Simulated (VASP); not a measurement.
Set up this calculation in VASP 6.6.1, as the native input.

* Task: single point
* Functional: PBEsol
* Potentials or basis: VASP PAW PBE potentials, release 64 (Cd, Te)
* Cutoff: 520 eV
* k mesh: 8 × 8 × 8
* Occupations: fermi-dirac, width 0.02 eV
* Spin: no spin polarisation
* Dipole correction: no
* Further INCAR settings: ALGO = Normal; EDIFF = 1e-07; NBANDS = 16

The structure of CdTe lies in POSCAR:

```
CdTe
1.0
    0.0000000000      3.2448073633      3.2448073633
    3.2448073633      0.0000000000      3.2448073633
    3.2448073633      3.2448073633      0.0000000000
Cd Te
1 1
Direct
    0.0000000000      0.0000000000      0.0000000000
    0.2500000000      0.2500000000      0.2500000000
```

The input as run:

INCAR

```
PREC     = Accurate       # precision mode
ENCUT    = 520            # plane-wave cutoff, eV
EDIFF    = 1E-7           # SCF threshold, eV
ISMEAR   = -1             # smearing method
SIGMA    = 0.02           # smearing width, eV
LREAL    = F              # projectors in reciprocal space
LASPH    = T              # aspherical terms in the spheres
NELM     = 100            # most SCF steps
ALGO     = Normal         # electronic algorithm
ISIF     = 2              # what is computed and relaxed
LWAVE    = F              # write WAVECAR
LCHARG   = T              # write CHGCAR
GGA      = PS             # functional
LELF     = T              # ELF
LVHAR    = T            
NBANDS   = 16             # bands
```

KPOINTS

```
regular mesh
0
Gamma
  8 8 8
```

Potentials or basis: VASP PAW PBE potentials, release 64 (Cd, Te).

Run with:

```sh
$ cat potpaw_PBE.64/Cd/POTCAR potpaw_PBE.64/Te/POTCAR > POTCAR
$ mpirun -np 1 vasp_std > vasp.out
```

It gave:

The pressure is 0.2 GPa. The band gap on the k mesh is 0.65 eV, direct.

Caveat: the PAW data sets were made with another functional, which shifts forces and pressure a little; spin-orbit coupling is left out, which moves the levels of the heavy elements.

It took 28 s on 1 thread of Intel(R) Xeon(R) Platinum 8488C (Sapphire Rapids), with other jobs on the host, peak memory 0.22 GiB.
